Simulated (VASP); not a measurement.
Runs of VASP 6.6.1 on Ru. Symmetry: P6_3/mmc, No. 194, hexagonal system. Conventional cell: a = 2.706 Å, b = 2.706 Å, c = 4.282 Å, α = 90.00°, β = 90.00°, γ = 120.00°. Within 3.5 Å of Ru (site symmetry -6m2) lie 12 Ru at 2.65 to 2.71 Å. 

```tsv
k mesh	gap on the mesh (eV)	pressure (GPa)
5 × 5 × 3	none	-7.1
9 × 9 × 5	none	-6.6
3 × 3 × 2	none	2.4
7 × 7 × 4	none	(a)
```

Alike in all rows: task single point; level PBEsol; potentials or basis VASP PAW PBE potentials, release 64 (Ru_pv); no spin polarisation; cell as given; cutoff (eV) 520; smearing fermi-dirac 0.05 eV.

Task: Fill in the values left out.

Result: (a) -5.9.

Caveats: some runs use coarse meshes; the PAW data sets were made with another functional, which shifts forces and pressure a little.

A k mesh can miss the band edges, and the runs leave out spin-orbit coupling on Ru.

A gap of «none» marks levels without a gap at the run's occupations.
